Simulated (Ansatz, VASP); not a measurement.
# BN in VASP and in Ansatz

File INCAR:

```
  PREC = Accurate
  ENCUT = 520
  EDIFF = 1E-7
  ISMEAR = 0
  SIGMA = 0.05
  LREAL = False
  LASPH = True
  NELM = 80
  ALGO = Normal
  ISIF = 2
  LWAVE = False
  LCHARG = False
  NBANDS = 11
```

File KPOINTS:

```
Automatic mesh
0
Gamma
  12 12 12
```

The input POSCAR:

```
BN
1.0
    0.0000000000      1.8130010000      1.8130010000
    1.8130010000      0.0000000000      1.8130010000
    1.8130010000      1.8130010000      0.0000000000
B N
1 1
Direct
    0.0000000000      0.0000000000      0.0000000000
    0.7500000000      0.7500000000      0.8718812726
```

Input for Ansatz:

```yaml
crystal:
  lattice:
    - [0.0, 1.813001, 1.813001]
    - [1.813001, 0.0, 1.813001]
    - [1.813001, 1.813001, 0.0]
  atoms:
    - { symbol: B, position: [0.0, 0.0, 0.0] }
    - { symbol: "N", position: [0.75, 0.75, 0.8718812726] }
basis:
  ecutwfc: 420
kpoints:
  mp_grid: { grid: [12, 12, 12] }
hamiltonian:
  xc: lda
scf:
  occupations: { method: gaussian, width: 0.05 }
output:
  forces: true
  stress: true
  eigenvalues: true
```

Change from the starting cell: all N atoms moved +0.312 Å, as atom 2 along Cartesian [1 1 0].

Alike in both runs: task single point; functional LDA; k mesh 12 × 12 × 12; occupations gaussian, width 0.05 eV; no spin polarisation.

|  | VASP | Ansatz |
| --- | --- | --- |
| version | VASP 6.6.1 | Ansatz 0.2.0 |
| potentials or method | VASP PAW LDA potentials, release 64 (B, N), cutoff 520 eV | scalar-relativistic, plane waves, PAW |
| valence electrons in the cell | 8 | 8 |

Ansatz gave:

| Quantity | Value |
| --- | --- |
| gap on the k mesh at the Fermi level (eV) | 1.72 |
| least direct gap on the mesh (eV) | 6.14 |
| pressure (GPa) | 14.9 |
| traceless stress, the component that is largest in VASP (GPa) | 27.97 |
| rms of the force components (eV/Å) | 4.886 |

Problem. What did VASP give for the same quantities?

Solution. gap on the k mesh at the Fermi level (eV): 1.70; least direct gap on the mesh (eV): 6.13; pressure (GPa): 15.4; traceless stress, the component that is largest in VASP (GPa): 27.88; rms of the force components (eV/Å): 4.884.

LDA's correlation is that of Perdew and Zunger in VASP and of Perdew and Wang (1992) in Ansatz. Atom by atom the forces differ by 0.003 eV/Å (rms over components).
